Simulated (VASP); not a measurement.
BAs: single point with PBE

BAs:

```
B As
1.0
     0.00000    2.38850    2.38850
     2.38850    0.00000    2.38850
     2.38850    2.38850    0.00000
B As
1 1
Cartesian
  0.0000 0.0000 0.0000
  3.5827 3.5827 3.5827
```

```yaml
Program: VASP 6.6.1
Task: single point
Functional: PBE
Potentials_or_basis: VASP PAW PBE potentials, release 64 (B, As)
Cutoff: 520 eV
k_mesh: 10 × 10 × 10
Occupations: gaussian, width 0.05 eV
Spin: no spin polarisation
Dipole_correction: no
Further_INCAR_settings: ALGO = Normal; EDIFF = 1e-06; NBANDS = 11
```

* Pressure: 3.4 GPa
* Band gap on the k mesh: 1.18 eV, indirect (least direct gap 3.28 eV)

Levels at points of the mesh, in eV from the valence-band top:
```
           k point  band 2  band 3  band 4  band 5  band 6  band 7
(0.00, 0.00, 0.00)    0.00    0.00    0.00    3.28    3.28    3.28
(0.50, 0.00, 0.00)   -8.79   -1.82   -1.82    2.69    4.78    4.78
(0.50, 0.50, 0.00)   -8.53   -4.08   -4.08    1.43    1.44   11.37
```

It took 14 s on 1 thread of AMD EPYC 7R43 64-Core Processor (Zen 3), with other jobs on the host, peak memory 0.13 GiB.

A k mesh can miss the band edges. PBE gaps usually lie below the measured ones, often by a third to a half.
